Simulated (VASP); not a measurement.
# PtS2 (P-3m1) in VASP: notebook

PtS2 is run at these levels: PBE; tasks: single point.

Program: VASP 6.6.1. These are calculated values, not measurements. Logs are shortened: lines on timing, memory, paths and dates and some standing lists are left out, and cuts for length are marked.

### Step 1. The cell of the first run

Symmetry: P-3m1, No. 164, trigonal system. The conventional cell has a = 3.702 Å, b = 3.702 Å, c = 6.822 Å, α = 90.00°, β = 90.00°, γ = 120.00°. Pt (site symmetry -3m) has 6 S at 2.43 Å within 3.2 Å. Within 3.2 Å of S (site symmetry 3m) lie 3 Pt at 2.43 Å and 3 S at 3.15 Å.

### Step 2. Single point, PBE

INCAR reads:

```
SYSTEM = PtS2
ALGO = Normal ; EDIFF = 1E-6
ENCUT = 520 ; GGA = PE
ISIF = 2 ; ISMEAR = 0
LASPH = .TRUE. ; LCHARG = .FALSE.
LREAL = .FALSE. ; LWAVE = .FALSE.
NBANDS = 18 ; NELM = 80
PREC = Accurate ; SIGMA = 0.05
```

KPOINTS reads:

```
k-points
0
G
  9 9 4
  0 0 0
```

POSCAR reads:

```
PtS2
1.0
    3.7018000000      0.0000000000      0.0000000000
   -1.8509000000      3.2058528397      0.0000000000
    0.0000000000      0.0000000000      6.8215000000
Pt S
1 2
Direct
    0.0000000000      0.0000000000      0.0000000000
    0.3333333333      0.6666666667      0.1700423800
    0.6666666667      0.3333333333      0.8299576200
```

Potentials or basis: VASP PAW PBE potentials, release 64 (Pt, S).

Launch:

```sh
$ cat potpaw_PBE.64/Pt/POTCAR potpaw_PBE.64/S/POTCAR > POTCAR
$ mpirun -np 1 vasp_std > vasp.out
```

OUTCAR:

```text
SYSTEM = PtS2
   EDIFF = 1E-6
   ENCUT = 520
   GGA = PE
   ISIF = 2
   ISMEAR = 0
   LASPH = .TRUE.
   LREAL = .FALSE.
   NELM = 80
   PREC = Accurate

 ion  position               nearest neighbor table
   1  0.000  0.000  0.000-   2 2.43   3 2.43   2 2.43   3 2.43   3 2.43   2 2.43
   2  0.333  0.667  0.170-   1 2.43   1 2.43   1 2.43
   3  0.667  0.333  0.830-   1 2.43   1 2.43   1 2.43

  LATTYP: Found a hexagonal cell.
 ALAT       =     3.7018000000
 C/A-ratio  =     1.8427521746

  Lattice vectors:

 A1 = (   3.7018000000,   0.0000000000,   0.0000000000)
 A2 = (  -1.8509000000,   3.2058528397,   0.0000000000)
 A3 = (   0.0000000000,   0.0000000000,   6.8215000000)

Analysis of symmetry for initial positions (statically):
=====================================================================
 Subroutine PRICEL returns:
 Original cell was already a primitive cell.

 Routine SETGRP: Setting up the symmetry group for a
 hexagonal supercell.

 Subroutine GETGRP returns: Found 12 space group operations
 (whereof 12 operations were pure point group operations)
 out of a pool of 24 trial point group operations.

The static configuration has the point symmetry D_3d.

Analysis of symmetry for dynamics (positions and initial velocities):
=====================================================================
 Subroutine PRICEL returns:
 Original cell was already a primitive cell.

 Routine SETGRP: Setting up the symmetry group for a
 hexagonal supercell.

 Subroutine GETGRP returns: Found 12 space group operations
 (whereof 12 operations were pure point group operations)
 out of a pool of 24 trial point group operations.

The dynamic configuration has the point symmetry D_3d.

 Subroutine INISYM returns: Found 12 space group operations
 (whereof 12 operations are pure point group operations),
 and found     1 'primitive' translations

----------------------------------------------------------------------------------------

                                     Primitive cell

  volume of cell :      80.9536

  direct lattice vectors                    reciprocal lattice vectors
     3.701800000  0.000000000  0.000000000     0.270138851  0.155964739  0.000000000
    -1.850900000  3.205852840  0.000000000     0.000000000  0.311929477  0.000000000
[... 77 lines left out ...]
 SYSTEM =  PtS2
   PREC   = accura    normal or accurate (medium, high low for compatibility)
   ISTART =      0    job   : 0-new  1-cont  2-samecut
   ICHARG =      2    charge: 1-file 2-atom 10-const
   ISPIN  =      1    spin polarized calculation?
   LNONCOLLINEAR =      F non collinear calculations
   LSORBIT =      F    spin-orbit coupling
   LASPH  =      T    aspherical Exc in radial PAW
   ENCUT  =  520.0 eV  38.22 Ry    6.18 a.u.   6.88  6.88 12.68*2*pi/ulx,y,z
   NELM   =     80;   NELMIN=  2; NELMDL= -5     # of ELM steps
   EDIFF  = 0.1E-05   stopping-criterion for ELM
   LREAL  =      F    real-space projection
   EDIFFG = 0.1E-04   stopping-criterion for IOM
   NSW    =      0    number of steps for IOM
   IBRION =     -1    ionic relax: 0-MD 1-quasi-New 2-CG
   NFREE  =      0    steps in history (QN), initial steepest desc. (CG)
   ISIF   =      2    stress and relaxation
   ISYM   =      2    0-nonsym 1-usesym 2-fastsym
   POTIM  = 0.5000    time-step for ionic-motion
   TEBEG  =    0.0;   TEEND  =   0.0 temperature during run
   PSTRESS=    0.0 pullay stress
   NELECT =      22.0000    total number of electrons
   NUPDOWN=      -1.0000    fix difference up-down
   EMIN   =  10.00;   EMAX   =-10.00  energy-range for DOS
   EFERMI =   0.00;   METHOD = LEGACY
   ISMEAR =     0;   SIGMA  =   0.05  broadening in eV -4-tet -1-fermi 0-gaus
   EFERMI_NEDOS =   21; number of points for ismear=-14 and -15
   IALGO  =     38    algorithm
   IMIX   =      4    mixing-type and parameters
     AMIX     =   0.40;   BMIX     =  1.00
     AMIX_MAG =   1.60;   BMIX_MAG =  1.00
  volume/ion in A,a.u.               =      26.98       182.10
  Fermi-wavevector in a.u.,A,eV,Ry     =   1.060401  2.003868 15.299084  1.124451
  Thomas-Fermi vector in A             =   2.195781
   LORBIT       =      0    0 simple, 1 ext, 2 COOP (PROOUT), +10 PAW based schemes
   GGA     = PE    functional components
   LHFCALC =     F    Hartree Fock is set to
   AEXX    =    0.0000 exact exchange contribution
   IVDW    =     0    specifies the selected vdW correction
   LEPSILON=     F    determine dielectric tensor
   LRPA    =     F    only Hartree local field effects (RPA)
 non-spin polarized calculation
 Gauss-broadening in eV      SIGMA  =   0.05
  energy-cutoff  :      520.00
  volume of cell :       80.95
 maximum number of plane-waves:      2196
   NGX = 13   NGY = 13   NGZ = 25

 number of electron      22.0000003 magnetization

 Free energy of the ion-electron system (eV)
  ---------------------------------------------------
  ext. energy  EPLUGINS =         0.00000000
  ---------------------------------------------------
  free energy    TOTEN  =       -15.36867120 eV

  energy without entropy =      -15.36867120  energy(sigma->0) =      -15.36867120

 E-fermi :   2.2653     XC(G=0):  -8.2283

 val. band max:        2.0584475238   @ k =   0.1111   0.1111   0.0000
 cond. band min:       3.4859881338   @ k =   0.0000   0.2222   0.2500
 fundamental gap:      1.4275406101
 Fermi energy:         2.2653179970

 k-point     1 :       0.0000    0.0000    0.0000
  band No.  band energies     occupation
      1     -11.8673      2.00000
      2      -9.5572      2.00000
      3      -3.5681      2.00000
      4      -3.5681      2.00000
      5      -2.8665      2.00000
      6      -0.7965      2.00000
[... 481 lines left out ...]
      5      -2.5354      2.00000
      6      -1.6951      2.00000
[... 10 lines left out ...]
     17      11.2634      0.00000
     18      11.9806      0.00000

 [... further k-points ...]
[... 5 lines left out ...]
  --------------------------------------------------------------------------------------
  -------------------------------------------------------------------------------------
  Total       -2.7563295     -2.7563295     -0.1335153     -0.0000000      0.0000000     -0.0000000
  in kB      -54.5513239    -54.5513239     -2.6424411     -0.0000000      0.0000000     -0.0000000
  external PRESSURE =     -37.2483630 kB  Pullay stress =       0.0000000 kB

 VOLUME and BASIS-vectors are now :
 -----------------------------------------------------------------------------
  energy-cutoff  :      520.00
  volume of cell :       80.95
      direct lattice vectors                 reciprocal lattice vectors
     3.701800000  0.000000000  0.000000000     0.270138851  0.155964739  0.000000000
    -1.850900000  3.205852840  0.000000000     0.000000000  0.311929477  0.000000000
     0.000000000  0.000000000  6.821500000     0.000000000  0.000000000  0.146595324

 POSITION                                       TOTAL-FORCE (eV/Angst)
 -----------------------------------------------------------------------------------
      0.00000      0.00000      0.00000         0.000000      0.000000      0.000000
     -0.00000      2.13724      1.15994         0.000000      0.000000     -0.030948
      1.85090      1.06862      5.66156        -0.000000     -0.000000      0.030948
 -----------------------------------------------------------------------------------
    total drift:                                0.000000     -0.000000      0.000000

  FREE ENERGIE OF THE ION-ELECTRON SYSTEM (eV)
  ---------------------------------------------------
  free  energy   TOTEN  =       -15.3686712021 eV

  energy  without entropy=      -15.3686712020  energy(sigma->0) =      -15.36867120
```

OSZICAR:

```text
N       E                     dE             d eps       ncg     rms          rms(c)
DAV:   1     0.119637985174E+03    0.11964E+03   -0.96869E+03  1564   0.103E+03
DAV:   2    -0.959231200814E+01   -0.12923E+03   -0.12433E+03  1928   0.210E+02
DAV:   3    -0.166659947963E+02   -0.70737E+01   -0.70136E+01  1980   0.506E+01
DAV:   4    -0.167686643717E+02   -0.10267E+00   -0.10259E+00  1994   0.655E+00
DAV:   5    -0.167711022611E+02   -0.24379E-02   -0.24377E-02  2012   0.989E-01    0.156E+01
DAV:   6    -0.157063464201E+02    0.10648E+01   -0.70798E+00  1600   0.250E+01    0.108E+01
DAV:   7    -0.153848471174E+02    0.32150E+00   -0.14590E+00  1624   0.118E+01    0.512E+00
DAV:   8    -0.153736185471E+02    0.11229E-01   -0.10078E-01  1750   0.195E+00    0.116E+00
DAV:   9    -0.153683975811E+02    0.52210E-02   -0.13061E-02  1858   0.113E+00    0.284E-01
DAV:  10    -0.153685846506E+02   -0.18707E-03   -0.21684E-03  1854   0.272E-01    0.110E-01
DAV:  11    -0.153686702835E+02   -0.85633E-04   -0.14756E-04  1842   0.106E-01    0.463E-02
DAV:  12    -0.153686698020E+02    0.48148E-06   -0.22740E-05  1890   0.443E-02    0.112E-02
DAV:  13    -0.153686709376E+02   -0.11356E-05   -0.31990E-06  1700   0.118E-02    0.346E-03
DAV:  14    -0.153686712021E+02   -0.26444E-06   -0.21414E-07  1278   0.375E-03
   1 F= -.15368671E+02 E0= -.15368671E+02  d E =-.205161E-10
```

stdout:

```text
POSCAR found type information on POSCAR PtS
 POSCAR found :  2 types and       3 ions
 scaLAPACK will be used
 LDA part: xc-table for (Slater+PW92), standard interpolation
 POSCAR, INCAR and KPOINTS ok, starting setup
 FFT: planning ... GRIDC
 FFT: planning ... GRID_SOFT
 FFT: planning ... GRID
 WAVECAR not read
 entering main loop
```

Run time: 65 s. Hardware: 1 thread of Intel Xeon 8259CL, shared host; peak memory 0.23 GiB.

What came out:

* Free energy: -15.3687 eV
* Pressure: -3.7 GPa
* Largest force: 0.031 eV/Å
* Band gap on the k mesh: 1.43 eV (least direct gap 1.46 eV)

Forces in eV/Å, atoms in the order of the input:
```
Pt   0.000  0.000  0.000
S    0.000  0.000 -0.031
S    0.000  0.000  0.031
```

Stress tensor (GPa, compression positive):
```
-5.46  0.00  0.00
 0.00 -5.46  0.00
 0.00  0.00 -0.26
```

Caveat: the cell stands under tension; spin-orbit coupling is left out, which moves the levels of the heavy elements; an odd mesh through Γ misses points on the zone boundary, where band edges can lie; this functional lacks dispersion, which binds the layers, so the pressure and a relaxed spacing across them are unreliable.

### Step 3. Single point, PBE

This run uses another cell than the first one, of 26.78 Å³/atom.

INCAR reads:

```
SYSTEM = PtS2
PREC = Accurate
ENCUT = 520
EDIFF = 1E-6
ISMEAR = 0
SIGMA = 0.05
LREAL = .False.
LASPH = .True.
NELM = 100
ALGO = Normal
ISIF = 2
LWAVE = .False.
LCHARG = .False.
GGA = PE
NBANDS = 18
```

KPOINTS reads:

```
regular mesh
0
Gamma
  9 9 4
  0 0 0
```

POSCAR reads:

```
PtS2
1.0
    3.8270000000      0.0000000000      0.0000000000
   -1.9135000000      3.3142792203      0.0000000000
    0.0000000000      0.0000000000      6.3342000000
Pt S
1 2
Direct
    0.0000000000      0.0000000000      0.0000000000
    0.3333333333      0.6666666667      0.1726396370
    0.6666666667      0.3333333333      0.8273603630
```

Potentials or basis: VASP PAW PBE potentials, release 64 (Pt, S).

Launch:

```sh
$ cat potpaw_PBE.64/Pt/POTCAR potpaw_PBE.64/S/POTCAR > POTCAR
$ mpirun -np 1 vasp_std > vasp.out
```

OUTCAR:

```text
SYSTEM = PtS2
   PREC = Accurate
   ENCUT = 520
   EDIFF = 1E-6
   ISMEAR = 0
   LREAL = .False.
   LASPH = .True.
   NELM = 100
   ISIF = 2
   GGA = PE

 ion  position               nearest neighbor table
   1  0.000  0.000  0.000-   2 2.47   3 2.47   3 2.47   2 2.47   3 2.47   2 2.47
   2  0.333  0.667  0.173-   1 2.47   1 2.47   1 2.47
   3  0.667  0.333  0.827-   1 2.47   1 2.47   1 2.47

  LATTYP: Found a hexagonal cell.
 ALAT       =     3.8270000000
 C/A-ratio  =     1.6551345702

  Lattice vectors:

[... 677 lines left out ...]
      6      -1.3292      2.00000
[... 10 lines left out ...]
     17      11.2145      0.00000
     18      12.1314      0.00000

 [... further k-points ...]
[... 5 lines left out ...]
  --------------------------------------------------------------------------------------
  -------------------------------------------------------------------------------------
  Total       -4.9942408     -4.9942408     -0.1277733      0.0000000     -0.0000000      0.0000000
  in kB      -99.5957333    -99.5957333     -2.5480691      0.0000000     -0.0000000      0.0000000
  external PRESSURE =     -67.2465119 kB  Pullay stress =       0.0000000 kB

 VOLUME and BASIS-vectors are now :
 -----------------------------------------------------------------------------
  energy-cutoff  :      520.00
  volume of cell :       80.34
      direct lattice vectors                 reciprocal lattice vectors
     3.827000000  0.000000000  0.000000000     0.261301280  0.150862365  0.000000000
    -1.913500000  3.314279220  0.000000000     0.000000000  0.301724729  0.000000000
     0.000000000  0.000000000  6.334200000     0.000000000  0.000000000  0.157873133

 POSITION                                       TOTAL-FORCE (eV/Angst)
 -----------------------------------------------------------------------------------
      0.00000      0.00000      0.00000        -0.000000      0.000000      0.000000
     -0.00000      2.20952      1.09353        -0.000000      0.000000     -0.025502
      1.91350      1.10476      5.24067         0.000000     -0.000000      0.025502
 -----------------------------------------------------------------------------------
    total drift:                                0.000000     -0.000000      0.000000

  FREE ENERGIE OF THE ION-ELECTRON SYSTEM (eV)
  ---------------------------------------------------
  free  energy   TOTEN  =       -15.1175482430 eV

  energy  without entropy=      -15.1175482430  energy(sigma->0) =      -15.11754824
```

stdout:

```text
POSCAR found type information on POSCAR PtS
 POSCAR found :  2 types and       3 ions
 scaLAPACK will be used
 LDA part: xc-table for (Slater+PW92), standard interpolation
 POSCAR, INCAR and KPOINTS ok, starting setup
 FFT: planning ... GRIDC
 FFT: planning ... GRID_SOFT
 FFT: planning ... GRID
 WAVECAR not read
 entering main loop
```

It took 56 s on 1 thread of Intel Xeon 8259CL, shared host; peak memory 0.22 GiB.

Results:

```
Free energy            : -15.1175 eV
Pressure               : -6.7 GPa
Largest force          : 0.026 eV/Å
Band gap on the k mesh : 1.14 eV (least direct gap 1.21 eV)
```

Forces on the atoms (eV/Å):
```
Pt   0.000  0.000  0.000
S    0.000  0.000 -0.026
S    0.000  0.000  0.026
```

Levels at points of the mesh, in eV from the valence-band top:
```csv
k point,band 7,band 8,band 9,band 10,band 11,band 12,band 13,band 14,band 15,band 16
"(0.00, 0.00, 0.00)",-2.88,-0.87,-0.86,-0.86,-0.49,2.50,2.50,4.48,5.65,7.78
"(0.00, 0.00, 0.50)",-2.88,-1.03,-0.87,-0.87,-0.73,2.53,2.53,5.58,5.68,6.84
```

Caveat: the cell stands under tension; spin-orbit coupling is left out, which moves the levels of the heavy elements; an odd mesh through Γ misses points on the zone boundary, where band edges can lie; this functional lacks dispersion, which binds the layers, so the pressure and a relaxed spacing across them are unreliable.

### Step 4. Single point, PBE

This run uses another cell than the first one, of 27.47 Å³/atom.

INCAR reads:

```
  PREC = Accurate
  ENCUT = 520
  EDIFF = 1E-6
  ISMEAR = 0
  SIGMA = 0.05
  LREAL = False
  LASPH = True
  NELM = 80
  ALGO = Normal
  ISIF = 2
  LWAVE = False
  LCHARG = True
  GGA = PE
  LELF = True
  LVHAR = True
  NBANDS = 18
```

KPOINTS reads:

```
regular mesh
0
Gamma
  9 9 4
```

POSCAR reads:

```
PtS2
1.0
    3.8270000000      0.0000000000      0.0000000000
   -1.9135000000      3.3142792203      0.0000000000
    0.0000000000      0.0000000000      6.4966356506
Pt S
1 2
Direct
    0.0000000000      0.0000000000      0.0000000000
    0.3333333333      0.6666666667      0.1683049106
    0.6666666667      0.3333333333      0.8316950894
```

Potentials or basis: VASP PAW PBE potentials, release 64 (Pt, S).

Launch:

```sh
$ cat potpaw_PBE.64/Pt/POTCAR potpaw_PBE.64/S/POTCAR > POTCAR
$ mpirun -np 1 vasp_std > vasp.out
```

OUTCAR:

```text
PREC = Accurate
   ENCUT = 520
   EDIFF = 1E-6
   ISMEAR = 0
   LREAL = False
   LASPH = True
   NELM = 80
   ISIF = 2
   GGA = PE

 ion  position               nearest neighbor table
   1  0.000  0.000  0.000-   2 2.47   3 2.47   3 2.47   2 2.47   3 2.47   2 2.47
   2  0.333  0.667  0.168-   1 2.47   1 2.47   1 2.47
   3  0.667  0.333  0.832-   1 2.47   1 2.47   1 2.47

  LATTYP: Found a hexagonal cell.
 ALAT       =     3.8270000000
 C/A-ratio  =     1.6975792136

  Lattice vectors:

[... 676 lines left out ...]
      5      -2.5786      2.00000
      6      -1.5351      2.00000
[... 10 lines left out ...]
     17      11.0091      0.00000
     18      11.8420      0.00000

 [... further k-points ...]
[... 5 lines left out ...]
  --------------------------------------------------------------------------------------
  -------------------------------------------------------------------------------------
  Total       -4.9969729     -4.9969729     -0.1257494      0.0000000      0.0000000      0.0000000
  in kB      -97.1586590    -97.1586590     -2.4450095      0.0000000      0.0000000      0.0000000
  external PRESSURE =     -65.5874425 kB  Pullay stress =       0.0000000 kB

 VOLUME and BASIS-vectors are now :
 -----------------------------------------------------------------------------
  energy-cutoff  :      520.00
  volume of cell :       82.40
      direct lattice vectors                 reciprocal lattice vectors
     3.827000000  0.000000000  0.000000000     0.261301280  0.150862365  0.000000000
    -1.913500000  3.314279220  0.000000000     0.000000000  0.301724729  0.000000000
     0.000000000  0.000000000  6.496635651     0.000000000  0.000000000  0.153925825

 POSITION                                       TOTAL-FORCE (eV/Angst)
 -----------------------------------------------------------------------------------
      0.00000      0.00000      0.00000         0.000000     -0.000000      0.000000
     -0.00000      2.20952      1.09342        -0.000000      0.000000     -0.024483
      1.91350      1.10476      5.40322         0.000000     -0.000000      0.024483
 -----------------------------------------------------------------------------------
    total drift:                               -0.000000      0.000000      0.000000

  FREE ENERGIE OF THE ION-ELECTRON SYSTEM (eV)
  ---------------------------------------------------
  free  energy   TOTEN  =       -15.1164491401 eV

  energy  without entropy=      -15.1164491401  energy(sigma->0) =      -15.11644914
```

OSZICAR:

```text
N       E                     dE             d eps       ncg     rms          rms(c)
DAV:   1     0.117084910493E+03    0.11708E+03   -0.96533E+03  1556   0.104E+03
DAV:   2    -0.947446916654E+01   -0.12656E+03   -0.12161E+03  1968   0.207E+02
DAV:   3    -0.164187864885E+02   -0.69443E+01   -0.68895E+01  1878   0.502E+01
DAV:   4    -0.165254507805E+02   -0.10666E+00   -0.10659E+00  1996   0.677E+00
DAV:   5    -0.165279767056E+02   -0.25259E-02   -0.25258E-02  1998   0.100E+00    0.145E+01
DAV:   6    -0.155479548957E+02    0.98002E+00   -0.76821E+00  1584   0.257E+01    0.108E+01
DAV:   7    -0.151288334304E+02    0.41912E+00   -0.16159E+00  1582   0.122E+01    0.492E+00
DAV:   8    -0.151225371180E+02    0.62963E-02   -0.13515E-01  1710   0.213E+00    0.124E+00
DAV:   9    -0.151162762389E+02    0.62609E-02   -0.15863E-02  1734   0.122E+00    0.329E-01
DAV:  10    -0.151163682256E+02   -0.91987E-04   -0.27269E-03  1916   0.293E-01    0.103E-01
DAV:  11    -0.151164417697E+02   -0.73544E-04   -0.17669E-04  1852   0.112E-01    0.390E-02
DAV:  12    -0.151164474165E+02   -0.56468E-05   -0.23249E-05  1814   0.402E-02    0.120E-02
DAV:  13    -0.151164489657E+02   -0.15492E-05   -0.36487E-06  1700   0.130E-02    0.307E-03
DAV:  14    -0.151164491401E+02   -0.17442E-06   -0.42139E-07  1456   0.569E-03
   1 F= -.15116449E+02 E0= -.15116449E+02  d E =-.117610E-15
```

Run time: 60 s. Hardware: 1 thread of Intel Xeon 8259CL, shared host; peak memory 0.22 GiB.

Results:

```
Free energy            : -15.1164 eV
Pressure               : -6.6 GPa
Largest force          : 0.024 eV/Å
Band gap on the k mesh : 1.17 eV (least direct gap 1.23 eV)
```

Forces on the atoms (eV/Å):
```
Pt   0.000  0.000  0.000
S    0.000  0.000 -0.024
S    0.000  0.000  0.024
```

Stress tensor (GPa, compression positive):
```
-9.72  0.00  0.00
 0.00 -9.72  0.00
 0.00  0.00 -0.24
```

Caveat: the cell stands under tension; spin-orbit coupling is left out, which moves the levels of the heavy elements; an odd mesh through Γ misses points on the zone boundary, where band edges can lie; this functional lacks dispersion, which binds the layers, so the pressure and a relaxed spacing across them are unreliable.

(Continued in part 2 of 2.)
